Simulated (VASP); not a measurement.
Runs of VASP 6.6.1 on Se. The structure is that of space group Pm-3m (No. 221), or close to it. The cells are those of the table. 

```tsv
cell	gap on the mesh (eV)	pressure (GPa)
a = 2.726, b = 2.726, c = 2.811 Å, 1 atom	none	1.7
a = 2.726 Å, 1 atom	none	4.6
a = 2.811, b = 2.811, c = 2.726 Å, 1 atom	none	(c)
a = 2.726, b = 2.726, c = 2.895 Å, 1 atom	none	(b)
a = 2.768, b = 2.768, c = 2.811 Å, 1 atom	none	-1.0
a = 2.726, b = 2.726, c = 2.768 Å, 1 atom	none	(a)
a = 2.726, b = 2.726, c = 2.853 Å, 1 atom	none	0.6
a = 2.811, b = 2.811, c = 2.768 Å, 1 atom	none	(d)
a = 2.768, b = 2.768, c = 2.726 Å, 1 atom	none	1.6
a = 2.768 Å, 1 atom	none	0.2
a = 2.768, b = 2.768, c = 2.853 Å, 1 atom	none	-2.1
a = 2.895 Å, 1 atom	none	-8.4
```

Alike in all rows: task single point; level LDA; potentials or basis VASP PAW LDA potentials, release 64 (Se); no spin polarisation; k mesh 16 × 16 × 16; cutoff (eV) 520; smearing gaussian 0.15 eV.

**Question.** Estimate the missing entries.

**Answer.** (a) 3.1; (b) -0.5; (c) -0.9; (d) -2.2.

Caveats: the cell stands under pressure (at least some runs); the cell stands under tension (at least some runs).

A k mesh can miss the band edges, and the runs leave out spin-orbit coupling on Se.

A gap of «none» marks levels without a gap at the run's occupations.
